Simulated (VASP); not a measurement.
Input of a VASP 6.6.1 run:

Contents of INCAR:

```
SYSTEM = BN
  PREC = Accurate
  ENCUT = 520
  EDIFF = 1E-8
  ISMEAR = -1
  SIGMA = 0.02
  LREAL = .False.
  LASPH = .True.
  NELM = 60
  ALGO = Normal
  ISIF = 2
  LWAVE = .False.
  LCHARG = .False.
  GGA = PS
  LEFG = .True.
  NBANDS = 16
```

File KPOINTS:

```
Automatic mesh
0
Gamma
  11 11 4
  0 0 0
```

Contents of POSCAR:

```
BN
1.0
    2.5123106747      0.0000000000      0.0000000000
   -1.2561553374      2.1757248665      0.0000000000
    0.0000000000      0.0000000000      6.6833303951
B N
2 2
Direct
    0.3333333333      0.6666666667      0.2500000000
    0.6666666667      0.3333333333      0.7500000000
    0.3333333333      0.6666666667      0.7500000000
    0.6666666667      0.3333333333      0.2500000000
```

Potentials or basis: VASP PAW PBE potentials, release 64 (B, N).

The run is started by

```sh
$ cat potpaw_PBE.64/B/POTCAR potpaw_PBE.64/N/POTCAR > POTCAR
$ mpirun -np 1 vasp_std > vasp.out
```

Q: Estimate the band gap on the k mesh.

A: 4.22 eV, indirect (least direct gap 4.58 eV).

Q: Estimate the pressure.

A: -1.7 GPa.

Stress tensor (GPa, compression positive):
```
-2.78  0.00  0.00
 0.00 -2.78  0.00
 0.00  0.00  0.61
```

Caveat: without QUAD_EFG the Cq values of the log hold for a quadrupole moment of 1 mb, not for the nuclei; the PAW data sets were made with another functional, which shifts forces and pressure a little; this functional lacks dispersion, which binds the layers, so the pressure and a relaxed spacing across them are unreliable. A k mesh can miss the band edges.
